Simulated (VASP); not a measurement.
# TaF3 (Pm-3m) in VASP: further runs

TaF3 is run at these levels: r2SCAN+D3(BJ), r2SCAN+rVV10; tasks: single point.

All numbers are computed with VASP 6.6.1; they aren't measurements. Logs are shortened: lines on timing, memory, paths and dates and some standing lists are left out, and cuts for length are marked.

## (1) The cell of the first run

It takes space group Pm-3m (No. 221, cubic). Conventional cell: a = 4.153 Å, b = 4.153 Å, c = 4.153 Å, α = 90.00°, β = 90.00°, γ = 90.00°. Within 2.7 Å of Ta (site symmetry m-3m) lie 6 F at 2.08 Å. Within 2.7 Å of F (site symmetry 4/mmm) lie 2 Ta at 2.08 Å.

## (2) Single point, r2SCAN+D3(BJ), collinear spin (17.91 Å³/atom)

The input, POSCAR:

```
TaF3
1.0
    4.1533941590      0.0000000000      0.0000000000
    0.0000000000      4.1533941590      0.0000000000
    0.0000000000      0.0000000000      4.1533941590
Ta F
1 3
Direct
    0.0000000000      0.0000000000      0.0000000000
    0.5000000000      0.0000000000      0.0000000000
    0.0000000000      0.5000000000      0.0000000000
    0.0000000000      0.0000000000      0.5000000000
```

The input, INCAR.step1:

```
SYSTEM = TaF3
ALGO = Normal
EDIFF = 1E-5
ENCUT = 660
GGA = PE
GGA_COMPAT = .FALSE.
ISMEAR = 0
ISPIN = 2
LASPH = .TRUE.
LCHARG = .FALSE.
LMAXMIX = 4
LREAL = .FALSE.
LWAVE = .TRUE.
MAGMOM = 0.98 0 0 0
NBANDS = 28
NELM = 200
PREC = Accurate
SIGMA = 0.05
```

The input, INCAR.step2:

```
SYSTEM = TaF3
ALGO = Normal
EDIFF = 1E-6
ENCUT = 660
GGA_COMPAT = .FALSE.
ISIF = 2
ISMEAR = 0
ISPIN = 2
ISTART = 1
IVDW = 12
LASPH = .TRUE.
LCHARG = .FALSE.
LMAXMIX = 4
LMIXTAU = .TRUE.
LORBIT = 11
LREAL = .FALSE.
LWAVE = .FALSE.
MAGMOM = 0.98 0 0 0
METAGGA = R2SCAN
NBANDS = 28
NELM = 200
PREC = Accurate
SIGMA = 0.05
VDW_A1 = 0.49484001
VDW_A2 = 5.73083694
VDW_S6 = 1.0
VDW_S8 = 0.78981345
```

The input, KPOINTS:

```
k-points
0
G
  6 6 6
  0 0 0
```

Potentials or basis: VASP PAW PBE potentials, release 64 (Ta_pv, F).

The run is started by

```
cat potpaw_PBE.64/Ta_pv/POTCAR potpaw_PBE.64/F/POTCAR > POTCAR
cp INCAR.step1 INCAR
mpirun -np 1 vasp_std > vasp.out
cp INCAR.step2 INCAR
mpirun -np 1 vasp_std > vasp.out
```

OUTCAR:

```text
SYSTEM = TaF3
   EDIFF = 1E-6
   ENCUT = 660
   ISIF = 2
   ISMEAR = 0
   ISPIN = 2
   ISTART = 1
   IVDW = 12
   LASPH = .TRUE.
   LORBIT = 11
   LREAL = .FALSE.
   METAGGA = R2SCAN
   NELM = 200
   PREC = Accurate
 IVDW          = 12

 ion  position               nearest neighbor table
   1  0.000  0.000  0.000-   2 2.08   3 2.08   4 2.08   4 2.08   3 2.08   2 2.08
   2  0.500  0.000  0.000-   1 2.08   1 2.08
   3  0.000  0.500  0.000-   1 2.08   1 2.08
   4  0.000  0.000  0.500-   1 2.08   1 2.08

  LATTYP: Found a simple cubic cell.
 ALAT       =     4.1533941590

  Lattice vectors:

 A1 = (   4.1533941590,   0.0000000000,   0.0000000000)
 A2 = (   0.0000000000,   4.1533941590,   0.0000000000)
 A3 = (   0.0000000000,   0.0000000000,   4.1533941590)

Analysis of symmetry for initial positions (statically):
=====================================================================
 Subroutine PRICEL returns:
 Original cell was already a primitive cell.

 Routine SETGRP: Setting up the symmetry group for a
 simple cubic supercell.

 Subroutine GETGRP returns: Found 48 space group operations
 (whereof 48 operations were pure point group operations)
 out of a pool of 48 trial point group operations.

The static configuration has the point symmetry O_h .

Analysis of symmetry for dynamics (positions and initial velocities):
=====================================================================
 Subroutine PRICEL returns:
 Original cell was already a primitive cell.

 Routine SETGRP: Setting up the symmetry group for a
 simple cubic supercell.

 Subroutine GETGRP returns: Found 48 space group operations
 (whereof 48 operations were pure point group operations)
 out of a pool of 48 trial point group operations.

The dynamic configuration has the point symmetry O_h .

Analysis of structural, dynamic, and magnetic symmetry:
=====================================================================
 Subroutine PRICEL returns:
 Original cell was already a primitive cell.

 Routine SETGRP: Setting up the symmetry group for a
 simple cubic supercell.

 Subroutine GETGRP returns: Found 48 space group operations
 (whereof 48 operations were pure point group operations)
 out of a pool of 48 trial point group operations.

The overall configuration has the point symmetry O_h .

 Subroutine INISYM returns: Found 48 space group operations
 (whereof 48 operations are pure point group operations),
 and found     1 'primitive' translations

----------------------------------------------------------------------------------------

                                     Primitive cell

  volume of cell :      71.6489

  direct lattice vectors                    reciprocal lattice vectors
     4.153394159  0.000000000  0.000000000     0.240766939  0.000000000  0.000000000
     0.000000000  4.153394159  0.000000000     0.000000000  0.240766939  0.000000000
     0.000000000  0.000000000  4.153394159     0.000000000  0.000000000  0.240766939

  length of vectors
     4.153394159  4.153394159  4.153394159     0.240766939  0.240766939  0.240766939

  position of ions in fractional coordinates (direct lattice)
     0.000000000  0.000000000  0.000000000
     0.500000000  0.000000000  0.000000000
     0.000000000  0.500000000  0.000000000
     0.000000000  0.000000000  0.500000000

  ion indices of the primitive-cell ions
   primitive index   ion index
                 1           1
                 2           2
                 3           3
                 4           4

----------------------------------------------------------------------------------------

 KPOINTS: k-points

Automatic generation of k-mesh.
 Grid dimensions read from file:
 generate k-points for:    6    6    6

 Generating k-lattice:

  Cartesian coordinates                     Fractional coordinates (reciprocal lattice)
     0.040127823  0.000000000  0.000000000     0.166666667  0.000000000  0.000000000
     0.000000000  0.040127823  0.000000000     0.000000000  0.166666667  0.000000000
     0.000000000  0.000000000  0.040127823     0.000000000  0.000000000  0.166666667

  Length of vectors
     0.040127823  0.040127823  0.040127823

  Shift w.r.t. Gamma in fractional coordinates (k-lattice)
     0.000000000  0.000000000  0.000000000

 Subroutine IBZKPT returns following result:
 ===========================================

 Found     20 irreducible k-points:

 Following reciprocal coordinates:
            Coordinates               Weight
  0.000000  0.000000  0.000000      1.000000
  0.166667  0.000000  0.000000      6.000000
  0.333333  0.000000  0.000000      6.000000
  0.500000  0.000000  0.000000      3.000000
  0.166667  0.166667  0.000000     12.000000
  0.333333  0.166667  0.000000     24.000000
[... 12 lines left out ...]
  0.500000  0.500000  0.333333      6.000000
  0.500000  0.500000  0.500000      1.000000
   k-points           NKPTS =     20   k-points in BZ     NKDIM =     20   number of bands    NBANDS=     28
   number of dos      NEDOS =    301   number of ions     NIONS =      4
   total plane-waves  NPLWV =  46656
   dimension x,y,z NGX =    36 NGY =   36 NGZ =   36
   dimension x,y,z NGXF=    72 NGYF=   72 NGZF=   72
   ions per type =               1   3
   NGX,Y,Z   is equivalent  to a cutoff of  14.41, 14.41, 14.41 a.u.
   NGXF,Y,Z  is equivalent  to a cutoff of  28.82, 28.82, 28.82 a.u.
 SYSTEM =  TaF3
   PREC   = accura    normal or accurate (medium, high low for compatibility)
   ISTART =      1    job   : 0-new  1-cont  2-samecut
   ICHARG =      0    charge: 1-file 2-atom 10-const
   ISPIN  =      2    spin polarized calculation?
   LNONCOLLINEAR =      F non collinear calculations
   LSORBIT =      F    spin-orbit coupling
   LASPH  =      T    aspherical Exc in radial PAW
   ENCUT  =  660.0 eV  48.51 Ry    6.96 a.u.   8.70  8.70  8.70*2*pi/ulx,y,z
   NELM   =    200;   NELMIN=  2; NELMDL=  0     # of ELM steps
   EDIFF  = 0.1E-05   stopping-criterion for ELM
   LREAL  =      F    real-space projection
   EDIFFG = 0.1E-04   stopping-criterion for IOM
   NSW    =      0    number of steps for IOM
   IBRION =     -1    ionic relax: 0-MD 1-quasi-New 2-CG
   NFREE  =      0    steps in history (QN), initial steepest desc. (CG)
   ISIF   =      2    stress and relaxation
   ISYM   =      2    0-nonsym 1-usesym 2-fastsym
   POTIM  = 0.5000    time-step for ionic-motion
   TEBEG  =    0.0;   TEEND  =   0.0 temperature during run
   PSTRESS=    0.0 pullay stress
   NELECT =      32.0000    total number of electrons
   NUPDOWN=      -1.0000    fix difference up-down
   EMIN   =  10.00;   EMAX   =-10.00  energy-range for DOS
   EFERMI =   0.00;   METHOD = LEGACY
   ISMEAR =     0;   SIGMA  =   0.05  broadening in eV -4-tet -1-fermi 0-gaus
   EFERMI_NEDOS =   21; number of points for ismear=-14 and -15
   IALGO  =     38    algorithm
   IMIX   =      4    mixing-type and parameters
     AMIX     =   0.40;   BMIX     =  1.00
     AMIX_MAG =   1.60;   BMIX_MAG =  1.00
  volume/ion in A,a.u.               =      17.91       120.88
  Fermi-wavevector in a.u.,A,eV,Ry     =   1.251378  2.364761 21.305984  1.565946
  Thomas-Fermi vector in A             =   2.385328
   LORBIT       =     11    0 simple, 1 ext, 2 COOP (PROOUT), +10 PAW based schemes
   METAGGA = R2SCAN    functional components
   LHFCALC =     F    Hartree Fock is set to
   AEXX    =    0.0000 exact exchange contribution
   IVDW    =    12    specifies the selected vdW correction
   LEPSILON=     F    determine dielectric tensor
   LRPA    =     F    only Hartree local field effects (RPA)
 spin polarized calculation
 Gauss-broadening in eV      SIGMA  =   0.05
  energy-cutoff  :      660.00
  volume of cell :       71.65
 maximum number of plane-waves:      2800
 NGX is ok and might be reduce to    36
   NGX = 17   NGY = 17   NGZ = 17

 number of electron      32.0000010 magnetization       2.0000000

 Free energy of the ion-electron system (eV)
  ---------------------------------------------------
  ext. energy  EPLUGINS =         0.00000000
  ---------------------------------------------------
  free energy    TOTEN  =       -68.61208681 eV

  energy without entropy =      -68.60888623  energy(sigma->0) =      -68.61048652

 E-fermi :   2.5116     XC(G=0):  -8.5952

 val. band max:        2.3405034085   @ k =   0.5000   0.5000   0.0000
 cond. band min:       2.5126546018   @ k =   0.5000   0.1667   0.1667
 fundamental gap:      0.1721511933
 Fermi energy:         2.5116224673

 spin component 1

 k-point     1 :       0.0000    0.0000    0.0000
  band No.  band energies     occupation
      1     -35.7997      1.00000
      2     -35.7997      1.00000
      3     -35.7997      1.00000
      4     -26.0440      1.00000
      5     -25.7780      1.00000
      6     -25.7780      1.00000
[... 20 lines left out ...]
     27      12.1181      0.00000
[... 566 lines left out ...]
      5     -25.2668      1.00000
      6     -25.2668      1.00000
[... 20 lines left out ...]
     27      11.1554      0.00000
     28      11.1554      0.00000
 Fermi energy:         2.5116224673

 spin component 2

 k-point     1 :       0.0000    0.0000    0.0000
  band No.  band energies     occupation
      1     -34.5153      1.00000
      2     -34.5153      1.00000
      3     -34.5153      1.00000
      4     -25.9782      1.00000
      5     -25.7265      1.00000
      6     -25.7265      1.00000
[... 20 lines left out ...]
     27      12.7287      0.00000
[... 567 lines left out ...]
      6     -25.1809      1.00000
[... 20 lines left out ...]
     27      11.5871      0.00000
     28      11.9330      0.00000

------------------------ aborting loop because EDIFF is reached ----------------------------------------

 Edisp (eV)   -0.19638

 E8    (eV) :    -0.0635

  FORCE on cell =-STRESS in cart. coord.  units (eV):
  Direction    XX          YY          ZZ          XY          YZ          ZX
  --------------------------------------------------------------------------------------
  -------------------------------------------------------------------------------------
  Total      -0.91357    -0.91357    -0.91357    -0.00000     0.00000    -0.00000
  in kB     -20.42871   -20.42871   -20.42871    -0.00000     0.00000    -0.00000
  external pressure =      -20.43 kB  Pullay stress =        0.00 kB

 VOLUME and BASIS-vectors are now :
 -----------------------------------------------------------------------------
  energy-cutoff  :      660.00
  volume of cell :       71.65
      direct lattice vectors                 reciprocal lattice vectors
     4.153394159  0.000000000  0.000000000     0.240766939  0.000000000  0.000000000
     0.000000000  4.153394159  0.000000000     0.000000000  0.240766939  0.000000000
     0.000000000  0.000000000  4.153394159     0.000000000  0.000000000  0.240766939

 POSITION                                       TOTAL-FORCE (eV/Angst)
 -----------------------------------------------------------------------------------
      0.00000      0.00000      0.00000         0.000000      0.000000      0.000000
      2.07670      0.00000      0.00000         0.000000      0.000000      0.000000
      0.00000      2.07670      0.00000         0.000000      0.000000      0.000000
      0.00000      0.00000      2.07670         0.000000      0.000000      0.000000
 -----------------------------------------------------------------------------------
    total drift:                                0.000000      0.000000     -0.000000

  FREE ENERGIE OF THE ION-ELECTRON SYSTEM (eV)
  ---------------------------------------------------
  free  energy   TOTEN  =       -68.8084655924 eV

  energy  without entropy=      -68.8052650069  energy(sigma->0) =      -68.80686530

 total charge

# of ion       s       p       d       tot
------------------------------------------
    1        0.193   6.131   2.338   8.662
    2        1.730   4.414   0.000   6.145
    3        1.730   4.414   0.000   6.145
    4        1.730   4.414   0.000   6.145
--------------------------------------------------
tot          5.384  19.373   2.338  27.096

 magnetization (x)

# of ion       s       p       d       tot
------------------------------------------
    1        0.005   0.005   1.562   1.572
    2        0.001   0.019   0.000   0.020
    3        0.001   0.019   0.000   0.020
    4        0.001   0.019   0.000   0.020
--------------------------------------------------
tot          0.007   0.063   1.562   1.632
```

Wall time 6.5 min (1 thread of Intel Xeon 8259CL, shared host); peak memory 0.32 GiB.

Results:

```
Free energy                                           : -68.8085 eV
Pressure                                              : -2.0 GPa
Band gap on the k mesh                                : zero (filled and empty bands overlap)
Net moment                                            : 2.00 μB per cell
Site moments                                          : Ta +1.57; F +0.02 μB
Valence electrons inside the program's atomic spheres : Ta 8.66; F 6.14
Dispersion energy per atom                            : -0.049 eV
```

Levels at points of the mesh, in eV from the Fermi level:
Spin up:
```
           k point  band 13  band 14  band 15  band 16  band 17  band 18  band 19  band 20  band 21  band 22
(0.00, 0.00, 0.00)    -7.90    -7.90    -7.90    -1.42    -1.42    -1.42     0.34     2.14     2.14     7.63
(0.50, 0.00, 0.00)    -7.99    -7.91    -7.91    -1.37    -0.22    -0.22     2.12     2.21     3.37     5.69
(0.50, 0.50, 0.00)    -8.19    -8.19    -7.40    -0.17    -0.17     0.70     2.55     5.46     5.72     5.72
(0.50, 0.50, 0.50)    -7.39    -7.39    -7.39     0.79     0.79     0.79     4.96     6.12     6.12     7.75
```
Spin down:
| k point | band 12 | band 13 | band 14 | band 15 | band 16 | band 17 | band 18 | band 19 |
| --- | --- | --- | --- | --- | --- | --- | --- | --- |
| (0.00, 0.00, 0.00) | -7.87 | -7.79 | -7.79 | -7.79 | 0.92 | 0.92 | 0.92 | 0.96 |
| (0.50, 0.00, 0.00) | -8.30 | -7.88 | -7.83 | -7.83 | 0.98 | 1.98 | 1.98 | 3.00 |
| (0.50, 0.50, 0.00) | -8.28 | -8.08 | -8.08 | -7.30 | 2.06 | 2.06 | 2.73 | 3.47 |
| (0.50, 0.50, 0.50) | -9.27 | -7.29 | -7.29 | -7.29 | 2.96 | 2.96 | 2.96 | 5.24 |

Caveat: three body term missing; the PAW data sets were made with another functional, which shifts forces and pressure a little; spin-orbit coupling is left out, which moves the levels of the heavy elements.

## (3) Single point, r2SCAN+rVV10, collinear spin (18.20 Å³/atom)

This run uses another cell than the first one, of 18.20 Å³/atom.

The input, POSCAR:

```
TaF3
1.0
    4.1758478225      0.0000000000      0.0000000000
    0.0000000000      4.1758478225      0.0000000000
    0.0000000000      0.0000000000      4.1758478225
Ta F
1 3
Direct
    0.0000000000      0.0000000000      0.0000000000
    0.5000000000      0.0000000000      0.0000000000
    0.0000000000      0.5000000000      0.0000000000
    0.0000000000      0.0000000000      0.5000000000
```

The input, INCAR.step1:

```
  PREC = Accurate
  ENCUT = 660
  ISMEAR = 0
  SIGMA = 0.05
  LREAL = False
  LASPH = True
  NELM = 200
  ISPIN = 2
  MAGMOM = 0.99 0 0 0
  LMAXMIX = 4
  NBANDS = 28
  GGA = PE
  ALGO = Normal
  EDIFF = 1E-5
  LWAVE = True
  LCHARG = False
  GGA_COMPAT = False
```

The input, INCAR.step2:

```
  PREC = Accurate
  ENCUT = 660
  EDIFF = 1E-6
  ISMEAR = 0
  SIGMA = 0.05
  LREAL = False
  LASPH = True
  NELM = 200
  ALGO = Normal
  ISIF = 2
  LWAVE = False
  LCHARG = True
  ISPIN = 2
  MAGMOM = 0.99 0 0 0
  LORBIT = 11
  LMAXMIX = 4
  METAGGA = R2SCAN
  LMIXTAU = True
  LUSE_VDW = True
  IVDW_NL = 2
  BPARAM = 11.95
  CPARAM = 0.0093
  LELF = True
  LVHAR = True
  NBANDS = 28
  ISTART = 1
  GGA_COMPAT = False
```

The input, KPOINTS:

```
regular mesh
0
Gamma
  6 6 6
```

Potentials or basis: VASP PAW PBE potentials, release 64 (Ta_pv, F).

The run is started by

```
cat potpaw_PBE.64/Ta_pv/POTCAR potpaw_PBE.64/F/POTCAR > POTCAR
cp INCAR.step1 INCAR
mpirun -np 1 vasp_std > vasp.out
cp INCAR.step2 INCAR
mpirun -np 1 vasp_std > vasp.out
```

Run time: 9 min. Hardware: 1 thread of Intel Xeon 8259CL, shared host; peak memory 0.49 GiB.

Results (log left out):

```yaml
Free_energy: -67.4724 eV
Pressure: -3.8 GPa
Band_gap_on_the_k_mesh: zero (filled and empty bands overlap)
Net_moment: 2.00 μB per cell
Site_moments: Ta +1.57; F +0.02 μB
Valence_electrons_inside_the_program's_atomic_spheres: Ta 8.63; F 6.14
```

Levels at points of the mesh, in eV from the Fermi level:
Spin up:
```
           k point  band 15  band 16  band 17  band 18  band 19  band 20
(0.00, 0.00, 0.00)    -7.76    -1.38    -1.38    -1.38     0.26     2.09
(0.50, 0.00, 0.00)    -7.78    -1.33    -0.22    -0.21     2.04     2.16
(0.50, 0.50, 0.00)    -7.27    -0.17    -0.17     0.68     2.48     5.24
(0.50, 0.50, 0.50)    -7.27     0.76     0.76     0.76     4.78     5.99
```
Spin down:
```csv
k point,band 11,band 12,band 13,band 14,band 15,band 16,band 17,band 18,band 19,band 20
"(0.00, 0.00, 0.00)",-7.73,-7.73,-7.65,-7.65,-7.65,0.87,0.95,0.95,0.95,2.88
"(0.50, 0.00, 0.00)",-8.15,-8.15,-7.74,-7.69,-7.69,1.02,1.98,1.98,2.95,2.97
"(0.50, 0.50, 0.00)",-8.13,-8.13,-7.94,-7.94,-7.17,2.06,2.06,2.70,3.40,5.73
"(0.50, 0.50, 0.50)",-9.10,-9.10,-7.17,-7.17,-7.17,2.93,2.93,2.93,5.05,6.69
```

Caveat: the cell stands under tension; the PAW data sets were made with another functional, which shifts forces and pressure a little; spin-orbit coupling is left out, which moves the levels of the heavy elements.

(Continued in part 2 of 2.)
